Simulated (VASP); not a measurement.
# As (Im-3m) in VASP: a series of runs, part 2 of 2

VASP 6.6.1.

### Step 3. Single point, revPBE (volume scaled by 1.04)

Contents of INCAR:

```
PREC = Accurate
ENCUT = 520
EDIFF = 1E-6
ISMEAR = -1
SIGMA = 0.1
LREAL = F
LASPH = T
NELM = 100
ALGO = Normal
ISIF = 2
LWAVE = F
LCHARG = T
GGA = RE
LELF = T
LVHAR = T
NBANDS = 8
```

Contents of KPOINTS:

```
regular mesh
0
Gamma
  15 15 15
```

Contents of POSCAR:

```
As
1.0
   -1.7124683377      1.7124683377      1.7124683377
    1.7124683377     -1.7124683377      1.7124683377
    1.7124683377      1.7124683377     -1.7124683377
As
1
Direct
    0.0000000000      0.0000000000      0.0000000000
```

Potentials or basis: VASP PAW PBE potentials, release 64 (As).

Launch:

```sh
$ cat potpaw_PBE.64/As/POTCAR > POTCAR
$ mpirun -np 1 vasp_std > vasp.out
```

OUTCAR:

```text
PREC = Accurate
   ENCUT = 520
   EDIFF = 1E-6
   ISMEAR = -1
   LREAL = F
   LASPH = T
   NELM = 100
   ISIF = 2
   GGA = RE

 ion  position               nearest neighbor table
   1  0.000  0.000  0.000-

  LATTYP: Found a body centered cubic cell.
 ALAT       =     3.4249366754

  Lattice vectors:

 A1 = (  -1.7124683377,   1.7124683377,   1.7124683377)
 A2 = (   1.7124683377,  -1.7124683377,   1.7124683377)
 A3 = (   1.7124683377,   1.7124683377,  -1.7124683377)

Analysis of symmetry for initial positions (statically):
=====================================================================
 Subroutine PRICEL returns:
 Original cell was already a primitive cell.

 Routine SETGRP: Setting up the symmetry group for a
 body centered cubic supercell.

 Subroutine GETGRP returns: Found 48 space group operations
 (whereof 48 operations were pure point group operations)
 out of a pool of 48 trial point group operations.

The static configuration has the point symmetry O_h .

Analysis of symmetry for dynamics (positions and initial velocities):
=====================================================================
 Subroutine PRICEL returns:
 Original cell was already a primitive cell.

 Routine SETGRP: Setting up the symmetry group for a
 body centered cubic supercell.

 Subroutine GETGRP returns: Found 48 space group operations
 (whereof 48 operations were pure point group operations)
 out of a pool of 48 trial point group operations.

The dynamic configuration has the point symmetry O_h .

 Subroutine INISYM returns: Found 48 space group operations
 (whereof 48 operations are pure point group operations),
 and found     1 'primitive' translations

----------------------------------------------------------------------------------------

                                     Primitive cell

  volume of cell :      20.0876

[... 107 lines left out ...]
  volume/ion in A,a.u.               =      20.09       135.56
  Fermi-wavevector in a.u.,A,eV,Ry     =   1.029806  1.946052 14.428997  1.060501
  Thomas-Fermi vector in A             =   2.163873
   LORBIT       =      0    0 simple, 1 ext, 2 COOP (PROOUT), +10 PAW based schemes
   GGA     = RE    functional components
   LHFCALC =     F    Hartree Fock is set to
   AEXX    =    0.0000 exact exchange contribution
   IVDW    =     0    specifies the selected vdW correction
   LEPSILON=     F    determine dielectric tensor
   LRPA    =     F    only Hartree local field effects (RPA)
 non-spin polarized calculation
  energy-cutoff  :      520.00
  volume of cell :       20.09
 maximum number of plane-waves:       555
 NGX is ok and might be reduce to    24
   NGX = 11   NGY = 11   NGZ = 11

 number of electron       5.0000000 magnetization

 Free energy of the ion-electron system (eV)
  ---------------------------------------------------
  ext. energy  EPLUGINS =         0.00000000
  ---------------------------------------------------
  free energy    TOTEN  =        -3.89562274 eV

  energy without entropy =       -3.87389760  energy(sigma->0) =       -3.88476017

 E-fermi :   5.9209     XC(G=0): -10.5137

 val. band max:        5.9189350075   @ k =  -0.2000   0.2667   0.0667
 cond. band min:       6.0011169708   @ k =   0.4000   0.1333   0.0000
 fundamental gap:      0.0821819633
 Fermi energy:         5.9208514306

 k-point     1 :       0.0000    0.0000    0.0000
  band No.  band energies     occupation
      1      -8.6479      2.00000
      2      11.4334      0.00000
      3      11.4334      0.00000
      4      11.4334      0.00000
      5      18.7048      0.00000
      6      18.7048      0.00000
      7      18.7048      0.00000
      8      19.6254      0.00000
[... 243 lines left out ...]
 k-point    24 :       0.4000    0.2000    0.0000
  band No.  band energies     occupation
      1      -3.7813      2.00000
      2       0.5623      2.00000
      3       4.4001      2.00000
      4       8.7887      0.00000
      5      15.2370      0.00000
      6      18.2932      0.00000
      7      21.4856      0.00000
      8      21.9830      0.00000

 [... further k-points ...]

------------------------ aborting loop because EDIFF is reached ----------------------------------------

  FORCE on cell =-STRESS in cart. coord.  units (eV):
  Direction    XX          YY          ZZ          XY          YZ          ZX
  --------------------------------------------------------------------------------------
  -------------------------------------------------------------------------------------
  Total       -0.3457222     -0.3457222     -0.3457222     -0.0000000     -0.0000000      0.0000000
  in kB      -27.5746658    -27.5746658    -27.5746658     -0.0000000     -0.0000000      0.0000000
  external PRESSURE =     -27.5746658 kB  Pullay stress =       0.0000000 kB

 VOLUME and BASIS-vectors are now :
 -----------------------------------------------------------------------------
  energy-cutoff  :      520.00
  volume of cell :       20.09
      direct lattice vectors                 reciprocal lattice vectors
    -1.712468338  1.712468338  1.712468338     0.000000000  0.291976201  0.291976201
     1.712468338 -1.712468338  1.712468338     0.291976201  0.000000000  0.291976201
     1.712468338  1.712468338 -1.712468338     0.291976201  0.291976201  0.000000000

 POSITION                                       TOTAL-FORCE (eV/Angst)
 -----------------------------------------------------------------------------------
      0.00000      0.00000      0.00000        -0.000000     -0.000000      0.000000
 -----------------------------------------------------------------------------------
    total drift:                                0.000000      0.000000      0.000000

  FREE ENERGIE OF THE ION-ELECTRON SYSTEM (eV)
  ---------------------------------------------------
  free  energy   TOTEN  =        -3.8956227392 eV

  energy  without entropy=       -3.8738975951  energy(sigma->0) =       -3.88476017
```

OSZICAR:

```text
N       E                     dE             d eps       ncg     rms          rms(c)
DAV:   1     0.239749940273E+01    0.23975E+01   -0.20944E+03  1928   0.470E+02
DAV:   2    -0.384386093894E+01   -0.62414E+01   -0.60985E+01  2680   0.485E+01
DAV:   3    -0.389997189204E+01   -0.56111E-01   -0.55971E-01  2256   0.502E+00
DAV:   4    -0.390001321590E+01   -0.41324E-04   -0.41323E-04  2928   0.154E-01
DAV:   5    -0.390001322725E+01   -0.11358E-07   -0.11945E-07  2272   0.175E-03    0.173E+00
DAV:   6    -0.389676713137E+01    0.32461E-02   -0.33773E-03  2272   0.305E-01    0.996E-01
DAV:   7    -0.389558216050E+01    0.11850E-02   -0.63991E-03  2288   0.419E-01    0.533E-02
DAV:   8    -0.389562248788E+01   -0.40327E-04   -0.78756E-05  2464   0.667E-02    0.543E-03
DAV:   9    -0.389562273920E+01   -0.25132E-06   -0.58531E-07  2664   0.629E-03
   1 F= -.38956227E+01 E0= -.38847602E+01  d E =-.217251E-01
```

stdout:

```text
POSCAR found type information on POSCAR As
 POSCAR found :  1 types and       1 ions
 scaLAPACK will be used
 -----------------------------------------------------------------------------
|                                                                             |
|                                                                             |
|     You enforced a specific xc type in the INCAR file but a different       |
|     I HOPE YOU KNOW WHAT YOU ARE DOING!                                     |
|                                                                             |
 -----------------------------------------------------------------------------

 LDA part: xc-table for (Slater+PW92), standard interpolation
 POSCAR, INCAR and KPOINTS ok, starting setup
 FFT: planning ... GRIDC
 FFT: planning ... GRID_SOFT
 FFT: planning ... GRID
 WAVECAR not read
 entering main loop
```

It used 8.7 s of CPU time on 1 thread of Intel Xeon 6975P-C, on a shared host.

What came out:

* Free energy: -3.8956 eV
* Pressure: -2.8 GPa

Levels at points of the mesh, in eV from the Fermi level:
```
           k point  band 1  band 2  band 3  band 4  band 5  band 6  band 7
(0.00, 0.00, 0.00)  -14.57    5.51    5.51    5.51   12.78   12.78   12.78
```

Caveat: the PAW data sets were made with another functional, which shifts forces and pressure a little.

### Step 4. Single point, revPBE (volume scaled by 1.08)

Contents of INCAR:

```
  PREC = Accurate
  ENCUT = 520
  EDIFF = 1E-6
  ISMEAR = -1
  SIGMA = 0.1
  LREAL = False
  LASPH = True
  NELM = 100
  ALGO = Normal
  ISIF = 2
  LWAVE = False
  LCHARG = False
  GGA = RE
  NBANDS = 8
```

Contents of KPOINTS:

```
Automatic mesh
0
Gamma
  15 15 15
```

Contents of POSCAR:

```
As
1.0
   -1.7341474536      1.7341474536      1.7341474536
    1.7341474536     -1.7341474536      1.7341474536
    1.7341474536      1.7341474536     -1.7341474536
As
1
Direct
    0.0000000000      0.0000000000      0.0000000000
```

Launch:

```sh
$ cat potpaw_PBE.64/As/POTCAR > POTCAR
$ mpirun -np 1 vasp_std > vasp.out
```

Run time: 9.4 s. Hardware: 1 thread of Intel Xeon 6975P-C, shared host; peak memory 0.14 GiB.

The run converged. Its results:

- Free energy: -3.8768 eV
- Pressure: -5.0 GPa

Levels at points of the mesh, in eV from the Fermi level:
```tsv
k point	band 1	band 2	band 3	band 4	band 5	band 6
(0.00, 0.00, 0.00)	-14.25	5.23	5.23	5.23	12.62	12.62
```

Caveat: the PAW data sets were made with another functional, which shifts forces and pressure a little.

### Step 5. Summary

```csv
cell,gap on the mesh (eV),pressure (GPa)
"a = 2.928 Å, angles 109.5°, 1 atom",none,0.0
"a = 2.966 Å, angles 109.5°, 1 atom",none,-2.8
"a = 3.004 Å, angles 109.5°, 1 atom",none,-5.0
```

Alike in all rows: task single point; level revPBE; potentials or basis VASP PAW PBE potentials, release 64 (As); no spin polarisation; k mesh 15 × 15 × 15; cutoff (eV) 520; smearing fermi-dirac 0.1 eV.

Caveats: the PAW data sets were made with another functional, which shifts forces and pressure a little.

Total energies depend on the potentials used, so only differences within one code and one set of settings carry meaning.
